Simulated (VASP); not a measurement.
A run of VASP 6.6.1 is set up as follows.

The input INCAR:

```
SYSTEM = ZrCu
ALGO = Normal
EDIFF = 1E-7
EDIFFG = -0.001
ENCUT = 600
GGA = PS
GGA_COMPAT = .FALSE.
IBRION = 2
ISIF = 3
ISMEAR = -1
LASPH = .TRUE.
LCHARG = .FALSE.
LREAL = .FALSE.
LWAVE = .FALSE.
NELM = 120
NELMIN = 4
NSW = 80
PREC = Accurate
SIGMA = 0.2
```

Contents of KPOINTS:

```
Automatic mesh
0
Gamma
  6 6 6
  0.5 0.5 0.5
```

The input POSCAR:

```
ZrCu
1.0
    3.2526640000      0.0000000000      0.0000000000
    0.0000000000      3.2526640000      0.0000000000
    0.0000000000      0.0000000000      3.2526640000
Zr Cu
1 1
Direct
    0.5000000000      0.5000000000      0.5000000000
    0.0000000000      0.0000000000      0.0000000000
```

Potentials or basis: VASP PAW PBE potentials, release 64 (Zr_sv, Cu).

The run is started by

```bash
$ cat potpaw_PBE.64/Zr_sv/POTCAR potpaw_PBE.64/Cu/POTCAR > POTCAR
$ mpirun -np 1 vasp_std > vasp.out
```

Task: What does it give for the relaxed cell?

Result: a = 3.231 Å, b = 3.231 Å, c = 3.231 Å, α = 90.00°, β = 90.00°, γ = 90.00°.

Task: What does it give for the space group after relaxing (to 0.05 Å)?

Result: Pm-3m (No. 221).

Task: Predict the relaxed volume.

Result: 16.87 Å³/atom.

Final structure:
```
Zr Cu
1.0
     3.23126    0.00000    0.00000
     0.00000    3.23126    0.00000
     0.00000    0.00000    3.23126
Zr Cu
1 1
Direct
  0.50000 0.50000 0.50000
  0.00000 0.00000 0.00000
```

Caveat: the PAW data sets were made with another functional, which shifts forces and pressure a little.
